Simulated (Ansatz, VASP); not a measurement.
## Li2TiO2: VASP beside Ansatz

```
Li Ti O
1.0
    -1.43078    1.43078    4.96903
     1.43078   -1.43078    4.96903
     1.43078    1.43078   -4.96903
Li Ti O
2 1 2
Direct
  0.75000 0.25000 0.50000
  0.25000 0.75000 0.50000
  0.00000 0.00000 0.00000
  0.37427 0.37427 0.00000
  0.62573 0.62573 0.00000
```

Change from the starting cell: species swapped into the EuSi2Au2 type (I4/mmm, No. 139).

Alike in both runs: functional PBE; k mesh 6 × 6 × 6; occupations gaussian, width 0.1 eV; collinear spin.

Ansatz relaxed the structure, and its values are those at the end. VASP's run is a single point on that final structure, the one shown.

```csv
,VASP,Ansatz
version,VASP 6.6.1,Ansatz 0.2.0
potentials or method,"VASP PAW PBE potentials, release 64 (Li_sv, Ti_sv, O), cutoff 520 eV","scalar-relativistic, plane waves, PAW"
valence electrons in the cell,30,30
```

VASP gave:

```
gap on the k mesh at the Fermi level (eV)                     : none
rms of the force components (eV/Å)                            : 0.015
net moment per atom (μB)                                      : 0.09
size of the moment on the site where the two differ most (μB) : 0.34
```

**Question.** What did Ansatz give for the same quantities?

**Answer.** gap on the k mesh at the Fermi level (eV): none; rms of the force components (eV/Å): 0.001; net moment per atom (μB): 0.09; size of the moment on the site where the two differ most (μB): 0.31.

Site moments also hang on the region over which each program counts them. A gap of «none» marks a metal or a gap that the smearing closes. With one functional, cell and mesh, what is left measures potentials, basis and numerics.

The k mesh is coarse, so the values compare programs but aren't converged. Noted on VASP's run: the cutoff is under 1.25 times that of the potentials, so the pressure is a little rough.
